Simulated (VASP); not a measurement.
Write the native input for VASP 6.6.1 that does the following.

* Task: single point
* Functional: PBE
* Potentials or basis: VASP PAW PBE potentials, release 64 (Co, Au)
* Cutoff: 520 eV
* k mesh: 18 × 18 × 18
* Occupations: gaussian, width 0.1 eV
* Spin: collinear spin, ferromagnetic start
* Starting moments: [0.5, 0.0] μB
* Dipole correction: no
* Further INCAR settings: ALGO = Fast; EDIFF = 1e-06; NBANDS = 21

The structure of CoAu lies in POSCAR:

```
CoAu
1.0
   -1.8904135609     -1.8904135609     -3.8593662291
   -1.8904135609     -3.8593662291     -1.8904135609
   -3.8593662291     -1.8904135609     -1.8904135609
Co Au
1 1
Direct
    0.0000000000      0.0000000000      0.0000000000
    0.5000000000      0.5000000000      0.5000000000
```

One way to write it, as run:

INCAR

```
SYSTEM = CoAu
PREC     = Accurate       ! precision mode
ENCUT    = 520            ! plane-wave cutoff, eV
EDIFF    = 1E-6           ! SCF threshold, eV
ISMEAR   = 0              ! smearing method
SIGMA    = 0.1            ! smearing width, eV
LREAL    = .False.        ! projectors in reciprocal space
LASPH    = .True.         ! aspherical terms in the spheres
NELM     = 150            ! most SCF steps
ALGO     = Fast           ! electronic algorithm
ISIF     = 2              ! what is computed and relaxed
LWAVE    = .False.        ! write WAVECAR
LCHARG   = .True.         ! write CHGCAR
ISPIN    = 2              ! spin polarisation
MAGMOM   = 0.5 0          ! initial moments
LORBIT   = 11             ! projections on sites
LMAXMIX  = 4              ! l up to which the mixer works
GGA      = PE             ! functional
LELF     = .True.         ! ELF
LVHAR    = .True.       
NBANDS   = 21             ! bands
```

KPOINTS

```
regular mesh
0
Gamma
  18 18 18
  0 0 0
```

Potentials or basis: VASP PAW PBE potentials, release 64 (Co, Au).

Run with:

```bash
$ cat potpaw_PBE.64/Co/POTCAR potpaw_PBE.64/Au/POTCAR > POTCAR
$ mpirun -np 1 vasp_std > vasp.out
```

Results of the run:

```
Pressure                                              : -0.3 GPa
Net moment                                            : 1.78 μB per cell
Site moments                                          : Co +1.83; Au +0.02 μB
Valence electrons inside the program's atomic spheres : Co 7.91; Au 9.77
```

It took 41 min on 1 thread of Oxide Virtual Turin-like Processor (shared host), peak memory 0.66 GiB.
